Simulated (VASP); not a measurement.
# Mg2GeN3 (P-3m1) in VASP: further runs, part 2 of 2

VASP 6.6.1. Earlier steps stand in the parts before.

## 3. Single point, PBE (volume scaled by 0.94, then relaxed in part)

Input file INCAR:

```
PREC = Accurate
ENCUT = 520
EDIFF = 1E-6
ISMEAR = 0
SIGMA = 0.1
LREAL = False
LASPH = True
NELM = 100
ALGO = Normal
ISIF = 2
LWAVE = False
LCHARG = True
GGA = PE
LELF = True
LVHAR = True
NBANDS = 26
```

Input file KPOINTS:

```
regular mesh
0
Gamma
  12 12 4
```

Input file POSCAR:

```
Mg2GeN3
1.0
    2.9440627106      0.0000000000      0.0000000000
   -1.4720313553      2.5496330977      0.0000000000
    0.0000000000      0.0000000000      7.5597305057
Mg Ge N
2 1 3
Direct
    0.3333333333      0.6666666667      0.6683815285
    0.6666666667      0.3333333333      0.3316184715
    0.0000000000      0.0000000000      0.0000000000
    0.3333333333      0.6666666667      0.1458746588
    0.6666666667      0.3333333333      0.8541253412
    0.0000000000      0.0000000000      0.5000000000
```

Potentials or basis: VASP PAW PBE potentials, release 64 (Mg, Ge_d, N).

Launch:

```bash
cat potpaw_PBE.64/Mg/POTCAR potpaw_PBE.64/Ge_d/POTCAR potpaw_PBE.64/N/POTCAR > POTCAR
mpirun -np 1 vasp_std > vasp.out
```

Wall time 1.9 min (1 thread of Intel Xeon 6975P-C (Granite Rapids), shared host); peak memory 0.25 GiB.

Results (log left out):

* Free energy: -33.9801 eV
* Pressure: 11.0 GPa
* Largest force: 0.034 eV/Å

Forces on the atoms (eV/Å):
```
Mg   0.000  0.000  0.011
Mg   0.000  0.000 -0.011
Ge   0.000  0.000  0.000
N    0.000  0.000  0.034
N    0.000  0.000 -0.034
N    0.000  0.000  0.000
```

Levels at points of the mesh, in eV from the Fermi level:
```csv
k point,band 13,band 14,band 15,band 16,band 17,band 18,band 19,band 20,band 21,band 22
"(0.00, 0.00, 0.00)",-0.24,-0.24,0.16,0.82,0.82,3.91,5.61,7.90,9.36,9.36
"(0.50, 0.00, 0.00)",-2.28,-1.39,-1.36,-0.46,-0.18,3.19,6.90,7.16,8.56,10.02
"(0.00, 0.00, 0.50)",-0.35,-0.26,-0.26,0.82,0.82,4.62,5.57,7.63,9.35,9.35
"(0.50, 0.00, 0.50)",-2.87,-2.17,-0.57,-0.36,-0.07,3.45,6.20,8.20,8.73,8.77
```

Caveat: the cell differs from its parent crystal (volume scaled by 0.94, then relaxed in part).

## 4. Single point, PBE (volume scaled by 0.97, then relaxed in part)

Input file INCAR:

```
SYSTEM = Mg2GeN3
ALGO = Normal
EDIFF = 1E-6
ENCUT = 520
GGA = PE
ISIF = 2
ISMEAR = 0
LASPH = .True.
LCHARG = .True.
LELF = .True.
LREAL = .False.
LVHAR = .True.
LWAVE = .False.
NBANDS = 26
NELM = 100
PREC = Accurate
SIGMA = 0.1
```

Input file KPOINTS:

```
k-points
0
Gamma
  12 12 4
  0 0 0
```

Input file POSCAR:

```
Mg2GeN3
1.0
    2.9743787015      0.0000000000      0.0000000000
   -1.4871893508      2.5758875159      0.0000000000
    0.0000000000      0.0000000000      7.6427874592
Mg Ge N
2 1 3
Direct
    0.3333333333      0.6666666667      0.6680163544
    0.6666666667      0.3333333333      0.3319836456
    0.0000000000      0.0000000000      0.0000000000
    0.3333333333      0.6666666667      0.1448399596
    0.6666666667      0.3333333333      0.8551600404
    0.0000000000      0.0000000000      0.5000000000
```

Launch:

```bash
cat potpaw_PBE.64/Mg/POTCAR potpaw_PBE.64/Ge_d/POTCAR potpaw_PBE.64/N/POTCAR > POTCAR
mpirun -np 1 vasp_std > vasp.out
```

It took 2 min on 1 thread of Intel Xeon 6975P-C (Granite Rapids), shared host; peak memory 0.24 GiB.

It converged, with:

```yaml
Free_energy: -34.0694 eV
Pressure: 4.9 GPa
Largest_force: 0.036 eV/Å
```

Forces in eV/Å, atoms in the order of the input:
```
Mg   0.000  0.000  0.006
Mg   0.000  0.000 -0.006
Ge   0.000  0.000  0.000
N    0.000  0.000  0.036
N    0.000  0.000 -0.036
N    0.000  0.000  0.000
```

Levels at points of the mesh, in eV from the Fermi level:
```csv
k point,band 15,band 16,band 17,band 18,band 19,band 20
"(0.00, 0.00, 0.00)",0.15,0.79,0.79,3.55,5.42,7.54
"(0.50, 0.00, 0.00)",-1.30,-0.43,-0.18,3.01,6.73,7.12
"(0.00, 0.00, 0.50)",-0.26,0.79,0.79,4.28,5.37,7.25
"(0.50, 0.00, 0.50)",-0.55,-0.34,-0.07,3.27,6.03,8.05
```

Caveat: the cell differs from its parent crystal (volume scaled by 0.97, then relaxed in part).

## 5. Single point, PBE

This run uses another cell than the first one, of 10.06 Å³/atom, 1.099 times its volume.

Input file INCAR:

```
PREC = Accurate ; ENCUT = 520
EDIFF = 1E-6 ; ISMEAR = 0
SIGMA = 0.1 ; LREAL = False
LASPH = True ; NELM = 100
ALGO = Normal ; ISIF = 2
LWAVE = False ; LCHARG = False
GGA = PE ; NBANDS = 26
```

Input file KPOINTS:

```
Automatic mesh
0
Gamma
  12 12 4
```

Input file POSCAR:

```
Mg2GeN3
1.0
    3.0032302472      0.0000000000      0.0000000000
   -1.5016151236      2.6008736875      0.0000000000
    0.0000000000      0.0000000000      7.7285018393
Mg Ge N
2 1 3
Direct
    0.3333333333      0.6666666667      0.6674184204
    0.6666666667      0.3333333333      0.3325815796
    0.0000000000      0.0000000000      0.0000000000
    0.3333333333      0.6666666667      0.1438157199
    0.6666666667      0.3333333333      0.8561842801
    0.0000000000      0.0000000000      0.5000000000
```

Potentials or basis: VASP PAW PBE potentials, release 64 (Mg, Ge_d, N).

Launch:

```bash
cat potpaw_PBE.64/Mg/POTCAR potpaw_PBE.64/Ge_d/POTCAR potpaw_PBE.64/N/POTCAR > POTCAR
mpirun -np 1 vasp_std > vasp.out
```

OUTCAR:

```text
PREC = Accurate
   ENCUT = 520
   EDIFF = 1E-6
   ISMEAR = 0
   LREAL = False
   LASPH = True
   NELM = 100
   ISIF = 2
   GGA = PE

 ion  position               nearest neighbor table
   1  0.333  0.667  0.667-   6 2.16   6 2.16   6 2.16   5 2.27   5 2.27   5 2.27   3 3.10   3 3.10
                             3 3.10   2 3.11   2 3.11   2 3.11
   2  0.667  0.333  0.333-   6 2.16   6 2.16   6 2.16   4 2.27   4 2.27   4 2.27   3 3.10   3 3.10
                             3 3.10   1 3.11   1 3.11   1 3.11
   3  0.000  0.000  0.000-   4 2.06   5 2.06   5 2.06   4 2.06   5 2.06   4 2.06   1 3.10   2 3.10
                             1 3.10   2 3.10   2 3.10   1 3.10
[... 908 lines left out ...]
  Total       -0.1062142     -0.1062142     -0.1582951     -0.0000000      0.0000000      0.0000000
  in kB       -2.8189675     -2.8189675     -4.2012151     -0.0000000      0.0000000      0.0000000
  external PRESSURE =      -3.2797167 kB  Pullay stress =       0.0000000 kB

 VOLUME and BASIS-vectors are now :
 -----------------------------------------------------------------------------
  energy-cutoff  :      520.00
  volume of cell :       60.37
      direct lattice vectors                 reciprocal lattice vectors
     3.003230247  0.000000000  0.000000000     0.332974803  0.192243092  0.000000000
    -1.501615124  2.600873688  0.000000000     0.000000000  0.384486184  0.000000000
     0.000000000  0.000000000  7.728501839     0.000000000  0.000000000  0.129391184

 POSITION                                       TOTAL-FORCE (eV/Angst)
 -----------------------------------------------------------------------------------
     -0.00000      1.73392      5.15814        -0.000000      0.000000      0.010240
      1.50162      0.86696      2.57036         0.000000     -0.000000     -0.010240
      0.00000      0.00000      0.00000        -0.000000      0.000000      0.000000
     -0.00000      1.73392      1.11148         0.000000     -0.000000      0.037744
      1.50162      0.86696      6.61702         0.000000      0.000000     -0.037744
      0.00000      0.00000      3.86425        -0.000000      0.000000      0.000000
 -----------------------------------------------------------------------------------
    total drift:                                0.000000      0.000000      0.000000

  FREE ENERGIE OF THE ION-ELECTRON SYSTEM (eV)
  ---------------------------------------------------
  free  energy   TOTEN  =       -34.0949092269 eV

  energy  without entropy=      -34.0762524740  energy(sigma->0) =      -34.08558085
```

stdout:

```text
POSCAR found type information on POSCAR MgGeN
 POSCAR found :  3 types and       6 ions
 scaLAPACK will be used
 LDA part: xc-table for (Slater+PW92), standard interpolation
 POSCAR, INCAR and KPOINTS ok, starting setup
 FFT: planning ... GRIDC
 FFT: planning ... GRID_SOFT
 FFT: planning ... GRID
 WAVECAR not read
 entering main loop
```

It took 2.1 min on 1 thread of Intel Xeon 6975P-C (Granite Rapids), shared host; peak memory 0.25 GiB.

Results:

```yaml
Free_energy: -34.0949 eV
Pressure: -0.3 GPa
Largest_force: 0.038 eV/Å
```

Forces on the atoms (eV/Å):
```
Mg   0.000  0.000  0.010
Mg   0.000  0.000 -0.010
Ge   0.000  0.000  0.000
N    0.000  0.000  0.038
N    0.000  0.000 -0.038
N    0.000  0.000  0.000
```

Stress tensor (GPa, compression positive):
```
-0.28  0.00  0.00
 0.00 -0.28  0.00
 0.00  0.00 -0.42
```

## 6. Single point, PBE

This run uses another cell than the first one, of 10.06 Å³/atom, 1.099 times its volume.

Input file INCAR:

```
SYSTEM = Mg2GeN3
ALGO = Normal
EDIFF = 1E-7
ENCUT = 520
GGA = PE
ISIF = 2
ISMEAR = 0
LASPH = .True.
LCHARG = .True.
LELF = .True.
LREAL = .False.
LVHAR = .True.
LWAVE = .False.
NBANDS = 26
NELM = 60
PREC = Accurate
SIGMA = 0.1
```

Input file KPOINTS:

```
k-points
0
Gamma
  12 12 4
  0 0 0
```

Input file POSCAR:

```
Mg2GeN3
1.0
    3.0032100655      0.0000000000      0.0000000000
   -1.5016050327      2.6008562096      0.0000000000
    0.0000000000      0.0000000000      7.7285077523
Mg Ge N
2 1 3
Direct
    0.3333333333      0.6666666667      0.6675019431
    0.6666666667      0.3333333333      0.3324980569
    0.0000000000      0.0000000000      0.0000000000
    0.3333333333      0.6666666667      0.1438099284
    0.6666666667      0.3333333333      0.8561900716
    0.0000000000      0.0000000000      0.5000000000
```

Potentials or basis: VASP PAW PBE potentials, release 64 (Mg, Ge_d, N).

Launch:

```bash
cat potpaw_PBE.64/Mg/POTCAR potpaw_PBE.64/Ge_d/POTCAR potpaw_PBE.64/N/POTCAR > POTCAR
mpirun -np 1 vasp_std > vasp.out
```

Wall time 2.2 min (1 thread of Intel Xeon 6975P-C (Granite Rapids), shared host); peak memory 0.25 GiB.

The run converged. Its results:

```yaml
Free_energy: -34.0949 eV
Pressure: -0.3 GPa
Largest_force: 0.038 eV/Å
```

Forces in eV/Å, atoms in the order of the input:
```
Mg   0.000  0.000  0.003
Mg   0.000  0.000 -0.003
Ge   0.000  0.000  0.000
N    0.000  0.000  0.038
N    0.000  0.000 -0.038
N    0.000  0.000  0.000
```

Stress tensor (GPa, compression positive):
```
-0.28  0.00  0.00
 0.00 -0.28  0.00
 0.00  0.00 -0.43
```

Levels at points of the mesh, in eV from the Fermi level:
| k point | band 13 | band 14 | band 15 | band 16 | band 17 | band 18 | band 19 | band 20 | band 21 | band 22 |
| --- | --- | --- | --- | --- | --- | --- | --- | --- | --- | --- |
| (0.00, 0.00, 0.00) | -0.23 | -0.23 | 0.13 | 0.76 | 0.76 | 3.22 | 5.25 | 7.20 | 8.96 | 8.96 |
| (0.50, 0.00, 0.00) | -2.15 | -1.35 | -1.25 | -0.40 | -0.19 | 2.84 | 6.58 | 7.07 | 8.05 | 9.56 |
| (0.00, 0.00, 0.50) | -0.33 | -0.25 | -0.25 | 0.76 | 0.76 | 3.97 | 5.20 | 6.90 | 8.96 | 8.96 |
| (0.50, 0.00, 0.50) | -2.74 | -2.07 | -0.52 | -0.33 | -0.06 | 3.11 | 5.86 | 7.89 | 8.19 | 8.65 |

## 7. Overview

```csv
cell,gap on the mesh (eV),pressure (GPa),largest force (eV/Å)
"a = 2.913, b = 2.913, c = 7.473 Å, angles 90.0, 90.0, 120.0°, 6 atoms",none,18.1,0.03
"a = 2.944, b = 2.944, c = 7.560 Å, angles 90.0, 90.0, 120.0°, 6 atoms",none,11.0,0.03
"a = 2.974, b = 2.974, c = 7.643 Å, angles 90.0, 90.0, 120.0°, 6 atoms",none,4.9,0.04
"a = 3.003, b = 3.003, c = 7.729 Å, angles 90.0, 90.0, 120.0°, 6 atoms",none,-0.3,0.04
```

Alike in all rows: task single point; level PBE; potentials or basis VASP PAW PBE potentials, release 64 (Mg, Ge_d, N); no spin polarisation; k mesh 12 × 12 × 4; cutoff (eV) 520; smearing gaussian 0.1 eV.

Total energies depend on the potentials used, so only differences within one code and one set of settings carry meaning.
